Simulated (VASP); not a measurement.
# Sb in VASP: relaxation of the atoms with PBE+D3(BJ)

Aim: the relaxation of the atoms of Sb with PBE+D3(BJ).

Everything below comes from runs of VASP 6.6.1. Logs are shortened: lines on timing, memory, paths and dates and some standing lists are left out, and cuts for length are marked.

## (1) The cell of the first run

The cell holds a slab with vacuum, 4 atoms: a = 4.069 Å, b = 4.069 Å, c = 20.800 Å, α = 90.00°, β = 90.00°, γ = 120.00°.

## (2) Relaxation of the atoms, PBE+D3(BJ) (layers slid over each other)

The input, INCAR:

```
PREC     = Accurate       # precision mode
ENCUT    = 520            # plane-wave cutoff, eV
EDIFF    = 1E-6           # SCF threshold, eV
ISMEAR   = 0              # smearing method
SIGMA    = 0.05           # smearing width, eV
LREAL    = False          # projectors in reciprocal space
LASPH    = True           # aspherical terms in the spheres
NELM     = 100            # most SCF steps
ALGO     = Normal         # electronic algorithm
ISIF     = 2              # what is computed and relaxed
LWAVE    = False          # write WAVECAR
LCHARG   = False          # write CHGCAR
LDIPOL   = True         
IDIPOL   = 3            
DIPOL    = 0.5 0.5 0.378
GGA      = PE             # functional
IVDW     = 12             # dispersion correction
IBRION   = 2              # ionic algorithm
NSW      = 40             # ionic steps
EDIFFG   = -0.003         # ionic threshold
```

The input, KPOINTS:

```
Automatic mesh
0
Gamma
  9 9 1
```

The input, POSCAR:

```
Sb
1.0
    4.0686848921      0.0000000000      0.0000000000
   -2.0343424461      3.5235844766      0.0000000000
    0.0000000000      0.0000000000     20.8000277116
Sb
4
Selective dynamics
Direct
    0.3333333333      0.6666666667      0.2957005117  F F T
    0.6666666667      0.3333333333      0.2163458656  F F F
    0.8888888889      0.7777777778      0.5390973151  F F T
    0.5555555556      1.1111111111      0.4597360128  F F T
```

Potentials or basis: VASP PAW PBE potentials, release 64 (Sb).

Run with:

```
$ cat potpaw_PBE.64/Sb/POTCAR > POTCAR
$ mpirun -np 1 vasp_std > vasp.out
```

OUTCAR:

```text
PREC = Accurate
   ENCUT = 520
   EDIFF = 1E-6
   ISMEAR = 0
   LREAL = False
   LASPH = True
   NELM = 100
   ISIF = 2
   GGA = PE
   IVDW = 12
   IBRION = 2
   NSW = 40
   EDIFFG = -0.003
 IVDW          = 12

 ion  position               nearest neighbor table
   1  0.333  0.667  0.296-   2 2.87   2 2.87   2 2.87   4 3.75
   2  0.667  0.333  0.216-   1 2.87   1 2.87   1 2.87
   3  0.889  0.778  0.539-   4 2.87   4 2.87   4 2.87
   4  0.556  0.111  0.460-   3 2.87   3 2.87   3 2.87   1 3.75

  LATTYP: Found a hexagonal cell.
 ALAT       =     4.0686848921
 C/A-ratio  =     5.1122237930

  Lattice vectors:

 A1 = (   4.0686848921,   0.0000000000,   0.0000000000)
 A2 = (  -2.0343424461,   3.5235844766,   0.0000000000)
 A3 = (   0.0000000000,   0.0000000000,  20.8000277116)

Analysis of symmetry for initial positions (statically):
=====================================================================
 Subroutine PRICEL returns:
 Original cell was already a primitive cell.

 Routine SETGRP: Setting up the symmetry group for a
 hexagonal supercell.

 Subroutine GETGRP returns: Found  2 space group operations
 (whereof  2 operations were pure point group operations)
 out of a pool of 24 trial point group operations.

The static configuration has the point symmetry C_1h.

Analysis of symmetry for dynamics (positions and initial velocities):
=====================================================================
 Subroutine PRICEL returns:
 Original cell was already a primitive cell.

 Routine SETGRP: Setting up the symmetry group for a
 hexagonal supercell.

 Subroutine GETGRP returns: Found  2 space group operations
 (whereof  2 operations were pure point group operations)
 out of a pool of 24 trial point group operations.

The dynamic configuration has the point symmetry C_1h.

Analysis of constrained symmetry for selective dynamics:
=====================================================================
 Subroutine PRICEL returns:
 Original cell was already a primitive cell.

 Routine SETGRP: Setting up the symmetry group for a
 hexagonal supercell.

 Subroutine GETGRP returns: Found  2 space group operations
 (whereof  2 operations were pure point group operations)
 out of a pool of 24 trial point group operations.

The constrained configuration has the point symmetry C_1h.

 Subroutine INISYM returns: Found  2 space group operations
 (whereof  2 operations are pure point group operations),
 and found     1 'primitive' translations

----------------------------------------------------------------------------------------

                                     Primitive cell

  volume of cell :     298.1966

  direct lattice vectors                    reciprocal lattice vectors
     4.068684892  0.000000000  0.000000000     0.245779663  0.141900954  0.000000000
    -2.034342446  3.523584477  0.000000000     0.000000000  0.283801909  0.000000000
     0.000000000  0.000000000 20.800027712     0.000000000  0.000000000  0.048076859

  length of vectors
     4.068684892  4.068684892 20.800027712     0.283801909  0.283801909  0.048076859

  position of ions in fractional coordinates (direct lattice)
     0.333333333  0.666666667  0.295700512
     0.666666667  0.333333333  0.216345866
     0.888888889  0.777777778  0.539097315
     0.555555556  0.111111111  0.459736013

  ion indices of the primitive-cell ions
   primitive index   ion index
                 1           1
                 2           2
                 3           3
                 4           4

----------------------------------------------------------------------------------------

 KPOINTS: Automatic mesh

Automatic generation of k-mesh.
 Grid dimensions read from file:
 generate k-points for:    9    9    1

 Generating k-lattice:

  Cartesian coordinates                     Fractional coordinates (reciprocal lattice)
     0.027308851  0.015766773  0.000000000     0.111111111 -0.000000000  0.000000000
     0.000000000  0.031533545  0.000000000     0.000000000  0.111111111  0.000000000
     0.000000000  0.000000000  0.048076859     0.000000000  0.000000000  1.000000000

  Length of vectors
     0.031533545  0.031533545  0.048076859

  Shift w.r.t. Gamma in fractional coordinates (k-lattice)
     0.000000000  0.000000000  0.000000000

 Subroutine IBZKPT returns following result:
 ===========================================

 Found     25 irreducible k-points:

 Following reciprocal coordinates:
            Coordinates               Weight
  0.000000  0.000000  0.000000      1.000000
  0.111111 -0.000000  0.000000      4.000000
  0.000000  0.111111  0.000000      2.000000
  0.222222 -0.000000  0.000000      4.000000
  0.000000  0.222222  0.000000      2.000000
  0.333333 -0.000000  0.000000      4.000000
[... 16 lines left out ...]
 -0.222222 -0.444444  0.000000      4.000000
  0.444444  0.333333  0.000000      4.000000
   k-points           NKPTS =     25   k-points in BZ     NKDIM =     25   number of bands    NBANDS=     14
   number of dos      NEDOS =    301   number of ions     NIONS =      4
   total plane-waves  NPLWV = 144000
   dimension x,y,z NGX =    30 NGY =   30 NGZ =  160
   dimension x,y,z NGXF=    60 NGYF=   60 NGZF=  320
   ions per type =               4
   NGX,Y,Z   is equivalent  to a cutoff of  12.26, 12.26, 12.79 a.u.
   NGXF,Y,Z  is equivalent  to a cutoff of  24.52, 24.52, 25.58 a.u.
 SYSTEM =  unknown system
   PREC   = accura    normal or accurate (medium, high low for compatibility)
   ISTART =      0    job   : 0-new  1-cont  2-samecut
   ICHARG =      2    charge: 1-file 2-atom 10-const
   ISPIN  =      1    spin polarized calculation?
   LNONCOLLINEAR =      F non collinear calculations
   LSORBIT =      F    spin-orbit coupling
   LASPH  =      T    aspherical Exc in radial PAW
   ENCUT  =  520.0 eV  38.22 Ry    6.18 a.u.   7.57  7.57 38.67*2*pi/ulx,y,z
   NELM   =    100;   NELMIN=  2; NELMDL= -5     # of ELM steps
   EDIFF  = 0.1E-05   stopping-criterion for ELM
   LREAL  =      F    real-space projection
   EDIFFG = -.3E-02   stopping-criterion for IOM
   NSW    =     40    number of steps for IOM
   IBRION =      2    ionic relax: 0-MD 1-quasi-New 2-CG
   NFREE  =      1    steps in history (QN), initial steepest desc. (CG)
   ISIF   =      2    stress and relaxation
   ISYM   =      2    0-nonsym 1-usesym 2-fastsym
   POTIM  = 0.5000    time-step for ionic-motion
   TEBEG  =    0.0;   TEEND  =   0.0 temperature during run
   PSTRESS=    0.0 pullay stress
   NELECT =      20.0000    total number of electrons
   NUPDOWN=      -1.0000    fix difference up-down
   EMIN   =  10.00;   EMAX   =-10.00  energy-range for DOS
   EFERMI =   0.00;   METHOD = LEGACY
   ISMEAR =     0;   SIGMA  =   0.05  broadening in eV -4-tet -1-fermi 0-gaus
   EFERMI_NEDOS =   21; number of points for ismear=-14 and -15
   IALGO  =     38    algorithm
   IMIX   =      4    mixing-type and parameters
     AMIX     =   0.40;   BMIX     =  1.00
     AMIX_MAG =   1.60;   BMIX_MAG =  1.00
  volume/ion in A,a.u.               =      74.55       503.08
  Fermi-wavevector in a.u.,A,eV,Ry     =   0.665146  1.256945  6.019487  0.442420
  Thomas-Fermi vector in A             =   1.739052
   LORBIT       =      0    0 simple, 1 ext, 2 COOP (PROOUT), +10 PAW based schemes
   GGA     = PE    functional components
   LHFCALC =     F    Hartree Fock is set to
   AEXX    =    0.0000 exact exchange contribution
   IVDW    =    12    specifies the selected vdW correction
   LEPSILON=     F    determine dielectric tensor
   LRPA    =     F    only Hartree local field effects (RPA)
 conjugate gradient relaxation of ions
 non-spin polarized calculation
 Gauss-broadening in eV      SIGMA  =   0.05
  energy-cutoff  :      520.00
  volume of cell :      298.20
 maximum number of plane-waves:      8073
   NGX = 15   NGY = 15   NGZ = 77

 dipolmoment           0.000000      0.000000     -0.000004 electrons x Angstroem

--------------------------------------- Ionic step        1  -------------------------------------------

 number of electron      20.0000000 magnetization

 Free energy of the ion-electron system (eV)
  ---------------------------------------------------
  ext. energy  EPLUGINS =         0.00000000
  ---------------------------------------------------
  free energy    TOTEN  =       -16.19240361 eV

  energy without entropy =      -16.19240361  energy(sigma->0) =      -16.19240361

------------------------ aborting loop because EDIFF is reached ----------------------------------------

 Edisp (eV)   -1.22691

 E8    (eV) :    -0.5895
[... 111 lines left out ...]
  FREE ENERGIE OF THE ION-ELECTRON SYSTEM (eV)
  ---------------------------------------------------
  free  energy   TOTEN  =       -17.4209797310 eV

  energy  without entropy=      -17.4209797310  energy(sigma->0) =      -17.42097973

 vacuum level on the upper side and lower side of the slab       (xc-potential included)        -0.101        -0.157

[... ionic steps 4 to 34 ...]

--------------------------------------- Ionic step       35  -------------------------------------------

 number of electron      20.0000001 magnetization

------------------------ aborting loop because EDIFF is reached ----------------------------------------
[... 79 lines left out ...]
--------------------------------------- Ionic step       37  -------------------------------------------

 number of electron      20.0000001 magnetization

 dipolmoment           0.000000      0.000000      0.005043 electrons x Angstroem

 Free energy of the ion-electron system (eV)
  ---------------------------------------------------
  ext. energy  EPLUGINS =         0.00000000
  ---------------------------------------------------
  free energy    TOTEN  =       -16.16480301 eV

  energy without entropy =      -16.16480301  energy(sigma->0) =      -16.16480301

 E-fermi :   0.4680     XC(G=0):  -4.6526

 val. band max:        0.2511308551   @ k =   0.1111  -0.0000   0.0000
 cond. band min:       0.6893034604   @ k =   0.3333  -0.0000   0.0000
 fundamental gap:      0.4381726053
 Fermi energy:         0.4679978711

 k-point     1 :       0.0000    0.0000    0.0000
  band No.  band energies     occupation
      1     -11.7280      2.00000
      2     -11.5147      2.00000
      3      -7.1507      2.00000
      4      -6.1548      2.00000
      5      -1.6728      2.00000
      6      -0.2041      2.00000
      7      -0.1498      2.00000
      8      -0.1076      2.00000
      9      -0.0941      2.00000
     10       0.1134      2.00000
     11       1.4055      0.00000
     12       2.2332      0.00000
     13       2.5007      0.00000
     14       2.5909      0.00000
[... 377 lines left out ...]
      1      -9.5135      2.00000
      2      -9.2969      2.00000
      3      -8.1816      2.00000
      4      -7.9970      2.00000
      5      -3.6469      2.00000
      6      -3.4884      2.00000
      7      -3.0413      2.00000
      8      -2.2460      2.00000
      9      -1.8296      2.00000
     10      -1.3244      2.00000
     11       1.2450      0.00000
     12       1.6224      0.00000
     13       2.3605      0.00000
     14       3.2545      0.00000

 [... further k-points ...]

------------------------ aborting loop because EDIFF is reached ----------------------------------------

 vacuum level on the upper side and lower side of the slab       (xc-potential included)         0.021        -0.051

 Edisp (eV)   -1.26559

 E8    (eV) :    -0.6090

  FORCE on cell =-STRESS in cart. coord.  units (eV):
  Direction    XX          YY          ZZ          XY          YZ          ZX
  --------------------------------------------------------------------------------------
  -------------------------------------------------------------------------------------
  Total       0.11669     0.66256    -0.02296    -0.00000     0.87089    -0.00000
  in kB       0.62697     3.55988    -0.12337    -0.00000     4.67918    -0.00000
  external pressure =        1.35 kB  Pullay stress =        0.00 kB
[... 19 lines left out ...]
  FREE ENERGIE OF THE ION-ELECTRON SYSTEM (eV)
  ---------------------------------------------------
  free  energy   TOTEN  =       -17.4303954035 eV

  energy  without entropy=      -17.4303954035  energy(sigma->0) =      -17.43039540

 reached required accuracy - stopping structural energy minimisation

 vacuum level on the upper side and lower side of the slab         4.640         4.569
```

Wall time 39 min (1 thread of Oxide Virtual Turin-like, shared host); peak memory 0.41 GiB.

What came out:

* Free energy: -17.4304 eV
* Energy gained by relaxing: 2.8 meV/atom
* Ionic steps: 37
* Dispersion energy per atom: -0.316 eV

The path:
| step | energy change (eV) | largest force on free atoms (eV/Å) | pressure (GPa) |
| --- | --- | --- | --- |
| 1 | 0.0000 | 0.1489 | 0.09 |
| 2 | -0.0014 | 0.0814 | 0.01 |
| 3 | -0.0017 | 0.0862 | -0.05 |
| 4 | -0.0017 | 0.0795 | -0.04 |
| 5 | -0.0020 | 0.0532 | -0.05 |
| 6 | -0.0021 | 0.0486 | -0.05 |
| 7 | -0.0024 | 0.0476 | -0.05 |
| 8 | -0.0032 | 0.0449 | -0.04 |
| 9 | -0.0046 | 0.0413 | -0.03 |
| 10 | -0.0071 | 0.0502 | -0.01 |
| 11 | -0.0102 | 0.0717 | 0.04 |
| 12 | -0.0085 | 0.1932 | 0.25 |
| 13 | -0.0106 | 0.0267 | 0.11 |
| 14 | -0.0104 | 0.0744 | 0.09 |
| 15 | -0.0106 | 0.0202 | 0.10 |
| 16 | -0.0108 | 0.0253 | 0.08 |
| 17 | -0.0108 | 0.0303 | 0.08 |
| 18 | -0.0108 | 0.0315 | 0.08 |
| 19 | -0.0109 | 0.0384 | 0.10 |
| 20 | -0.0109 | 0.0250 | 0.11 |
| 21 | -0.0110 | 0.0115 | 0.13 |
| 22 | -0.0110 | 0.0096 | 0.13 |
| 23 | -0.0110 | 0.0101 | 0.12 |
| 24 | -0.0111 | 0.0079 | 0.12 |
| 25 | -0.0111 | 0.0070 | 0.12 |
| 26 | -0.0111 | 0.0051 | 0.13 |
| 27 | -0.0111 | 0.0064 | 0.13 |
| 28 | -0.0111 | 0.0047 | 0.13 |
| 29 | -0.0111 | 0.0046 | 0.13 |
| 30 | -0.0111 | 0.0039 | 0.13 |
| 31 | -0.0111 | 0.0052 | 0.13 |
| 32 | -0.0111 | 0.0042 | 0.13 |
| 33 | -0.0111 | 0.0046 | 0.13 |
| 34 | -0.0111 | 0.0037 | 0.13 |
| 35 | -0.0111 | 0.0053 | 0.13 |
| 36 | -0.0111 | 0.0045 | 0.13 |
| 37 | -0.0111 | 0.0023 | 0.14 |

Final structure:
```cif
data_structure
_symmetry_space_group_name_H-M 'P 1'
_symmetry_Int_Tables_number 1
_cell_length_a 4.0687
_cell_length_b 4.0687
_cell_length_c 20.8000
_cell_angle_alpha 90.000
_cell_angle_beta 90.000
_cell_angle_gamma 120.000
_cell_volume 298.20
loop_
_atom_site_label
_atom_site_type_symbol
_atom_site_fract_x
_atom_site_fract_y
_atom_site_fract_z
_atom_site_occupancy
Sb1 Sb 0.33333 0.66667 0.29619 1
Sb2 Sb 0.66667 0.33333 0.21635 1
Sb3 Sb 0.88889 0.77778 0.52789 1
Sb4 Sb 0.55556 0.11111 0.44819 1
```

Caveat: the cell differs from its parent crystal (layers slid over each other); spin-orbit coupling is left out, which moves the levels of the heavy elements.
